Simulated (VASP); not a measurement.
ZnO:

```
Zn O
1.0
     3.24940    0.00000    0.00000
    -1.62470    2.81406    0.00000
     0.00000    0.00000    5.20380
Zn O
2 2
Direct
  0.33333 0.66667 0.00000
  0.66667 0.33333 0.50000
  0.33333 0.66667 0.38210
  0.66667 0.33333 0.88210
```

| Item | Value |
| --- | --- |
| Program | VASP 6.6.1 |
| Task | relaxation of cell and atoms |
| Functional | LDA |
| Potentials or basis | VASP PAW LDA potentials, release 64 (Zn, O) |
| Cutoff | 600 eV |
| k mesh | 9 × 9 × 6 |
| Occupations | gaussian, width 0.02 eV |
| Spin | no spin polarisation |

At the start: pressure -6.2 GPa; volume 11.90 Å³/atom.

Where does the relaxation end?

Over 11 steps the energy falls by 10.2 meV/atom and the volume is 11.40 Å³/atom (-4.1 %); space group P6_3mc (No. 186, to 0.05 Å).

The path:
| step | energy change (eV) | largest force (eV/Å) | pressure (GPa) | volume (Å³) |
| --- | --- | --- | --- | --- |
| 1 | 0.0000 | 0.0407 | -6.24 | 47.58 |
| 2 | -0.0249 | 0.0390 | 4.33 | 44.47 |
| 3 | -0.0400 | 0.0391 | -0.03 | 45.61 |
| 4 | -0.0400 | 0.0391 | 0.15 | 45.57 |
| 5 | -0.0403 | 0.0246 | 0.14 | 45.58 |
| 6 | -0.0407 | 0.0207 | 0.14 | 45.58 |
| 7 | -0.0409 | 0.0048 | -0.04 | 45.62 |
| 8 | -0.0409 | 0.0000 | -0.08 | 45.63 |
| 9 | -0.0409 | 0.0008 | -0.07 | 45.63 |
| 10 | -0.0409 | 0.0011 | -0.07 | 45.64 |
| 11 | -0.0409 | 0.0026 | -0.01 | 45.62 |

Final structure:
```yaml
crystal:
  lattice:
    - [3.19392, 0.00000, 0.00000]
    - [-1.59696, 2.76602, 0.00000]
    - [0.00000, 0.00000, 5.16337]
  atoms:
    - { symbol: Zn, position: [0.33333, 0.66667, 0.00181] }
    - { symbol: Zn, position: [0.66667, 0.33333, 0.50181] }
    - { symbol: O, position: [0.33333, 0.66667, 0.38029] }
    - { symbol: O, position: [0.66667, 0.33333, 0.88029] }
```
